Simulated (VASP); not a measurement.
Here is a VASP 6.6.1 calculation.

File INCAR:

```
PREC = Accurate ; ENCUT = 520
EDIFF = 1E-6 ; ISMEAR = 0
SIGMA = 0.1 ; LREAL = F
LASPH = T ; NELM = 60
ALGO = Normal ; ISIF = 2
LWAVE = F ; LCHARG = F
GGA = PE ; NBANDS = 16
```

KPOINTS

```
Automatic mesh
0
Gamma
  12 12 8
```

File POSCAR:

```
RbSi2
1.0
    3.8635842487      0.0000000000      0.0000000000
   -1.9317921244      3.3459621090      0.0000000000
    0.0000000000      0.0000000000      5.6236344326
Rb Si
1 2
Direct
    0.0000000000      0.0000000000      0.0000000000
    0.3333333333      0.6666666667      0.4467387475
    0.6666666667      0.3333333333      0.5532612525
```

Potentials or basis: VASP PAW PBE potentials, release 64 (Rb_sv, Si).

The run is started by

```sh
$ cat potpaw_PBE.64/Rb_sv/POTCAR potpaw_PBE.64/Si/POTCAR > POTCAR
$ mpirun -np 1 vasp_std > vasp.out
```

Q: What does it give for the pressure?

A: 5.9 GPa.

Q: What does it give for the largest force?

A: 0.005 eV/Å.

Forces on the atoms (eV/Å):
```
Rb   0.000  0.000  0.000
Si   0.000  0.000  0.005
Si   0.000  0.000 -0.005
```

Caveat: the cell stands under pressure.
